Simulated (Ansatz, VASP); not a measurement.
GaN in VASP and in Ansatz

File INCAR:

```
PREC = Accurate ; ENCUT = 600
EDIFF = 1E-7 ; ISMEAR = 0
SIGMA = 0.01 ; LREAL = False
LASPH = True ; NELM = 120
ALGO = Normal ; ISIF = 3
LWAVE = False ; LCHARG = False
IBRION = 2 ; NSW = 80
EDIFFG = -0.002 ; GGA_COMPAT = False
NELMIN = 4
```

The input KPOINTS:

```
Automatic mesh
0
Gamma
  10 10 6
```

The input POSCAR:

```
GaN
1.0
    3.1900000000      0.0000000000      0.0000000000
   -1.5950000000      2.7626210381      0.0000000000
    0.0000000000      0.0000000000      5.1890000000
Ga N
2 2
Direct
    0.3333333333      0.6666666667      0.0000000000
    0.6666666667      0.3333333333      0.5000000000
    0.3333333333      0.6666666667      0.3768000000
    0.6666666667      0.3333333333      0.8768000000
```

Input for Ansatz:

```yaml
crystal:
  lattice:
    - [3.19, 0.0, 0.0]
    - [-1.595, 2.7626210381, 0.0]
    - [0.0, 0.0, 5.189]
  atoms:
    - { symbol: Ga, position: [0.3333333333, 0.6666666667, 0.0] }
    - { symbol: Ga, position: [0.6666666667, 0.3333333333, 0.5] }
    - { symbol: "N", position: [0.3333333333, 0.6666666667, 0.3768] }
    - { symbol: "N", position: [0.6666666667, 0.3333333333, 0.8768] }
scf:
  occupations: { method: fixed }
output:
  forces: true
  stress: true
  eigenvalues: true
  write_density: true
  write_potential: true
  elf: true
  volumetric_format: npy
hamiltonian:
  xc: lda
kpoints:
  mp_grid: { grid: [10, 10, 6] }
basis:
  ecutwfc: 600
relax:
  f_tol: 0.002
  max_steps: 60
  cell: { stress_tol: 0.01 }
```

Alike in both runs: task relaxation of cell and atoms; functional LDA; k mesh 10 × 10 × 6; no spin polarisation.

|  | VASP | Ansatz |
| --- | --- | --- |
| version | VASP 6.6.1 | Ansatz 0.2.0 |
| potentials or method | VASP PAW LDA potentials, release 64 (Ga_d, N), cutoff 600 eV | scalar-relativistic, plane waves, PAW |
| occupations | gaussian, width 0.01 eV | fixed |
| valence electrons in the cell | 36 | 36 |

```csv
,VASP,Ansatz,Ansatz less VASP
"gap on the k mesh at the Fermi level, each at its own relaxed structure (eV)",2.11,2.13,+0.019
relaxed volume (Å³/atom),11.10,11.05,-0.054
relaxed length of the cell vector where the two differ most in proportion (Å),3.157,3.152,-0.0053
```

LDA's correlation is that of Perdew and Zunger in VASP and of Perdew and Wang (1992) in Ansatz.
